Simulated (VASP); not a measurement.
## Ta: relaxation of cell and atoms with LDA

Ta:

```
Ta
1.0
    -1.65128    1.65128    1.65128
     1.65128   -1.65128    1.65128
     1.65128    1.65128   -1.65128
Ta
1
Direct
  0.00000 0.00000 0.00000
```

| Property | Result |
| --- | --- |
| Program | VASP 6.6.1 |
| Task | relaxation of cell and atoms |
| Functional | LDA |
| Potentials or basis | VASP PAW LDA potentials, release 64 (Ta_pv) |
| Cutoff | 600 eV |
| k mesh | 7 × 7 × 7 |
| Occupations | gaussian, width 0.1 eV |
| Spin | no spin polarisation |
| Target pressure | 30 GPa |
| Dipole correction | no |
| Further INCAR settings | ALGO = Normal; EDIFF = 1e-06; IBRION = 2; EDIFFG = -0.02; NSW = 60; ISIF = 3 |

- Relaxed volume: 15.57 Å³/atom
- Relaxed cell: a = 2.725 Å, b = 2.725 Å, c = 2.725 Å, α = 109.47°, β = 109.47°, γ = 109.47°
- Space group after relaxing (to 0.05 Å): Im-3m (No. 229)
- Energy change on relaxing (the enthalpy is what falls): +152.7 meV/atom
- Ionic steps: 5
- Pressure after relaxing: 30.0 GPa

Step by step:
```
step  energy change (eV)  largest force (eV/Å)  pressure (GPa)  volume (Å³)
   1              0.0000                0.0000           -7.02        18.01
   2              6.7812                0.0000          461.03         9.20
   3              0.0992                0.0000           24.26        15.89
   4              0.1279                0.0000           27.44        15.71
   5              0.1527                0.0000           29.96        15.57
```

Final structure:
```cif
data_structure
_symmetry_space_group_name_H-M 'P 1'
_symmetry_Int_Tables_number 1
_cell_length_a 2.7249
_cell_length_b 2.7249
_cell_length_c 2.7249
_cell_angle_alpha 109.471
_cell_angle_beta 109.471
_cell_angle_gamma 109.471
_cell_volume 15.57
loop_
_atom_site_label
_atom_site_type_symbol
_atom_site_fract_x
_atom_site_fract_y
_atom_site_fract_z
_atom_site_occupancy
Ta1 Ta 0.00000 0.00000 0.00000 1
```

Levels at points of the mesh, in eV from the Fermi level:
| k point | band 3 | band 4 | band 5 | band 6 | band 7 | band 8 |
| --- | --- | --- | --- | --- | --- | --- |
| (0.00, 0.00, 0.00) | -32.19 | -8.20 | 0.77 | 0.77 | 0.77 | 4.59 |

Wall time 5.1 s on 1 thread of Intel(R) Xeon(R) 6975P-C (Granite Rapids), on a shared host, peak memory 0.14 GiB.

Caveat: the k points lie up to 0.40 Å⁻¹ apart in the final cell; the cell is relaxed towards a set pressure, so the enthalpy falls and the energy may rise; spin-orbit coupling is left out, which moves the levels of the heavy elements. LDA usually gives volumes a few per cent too small.
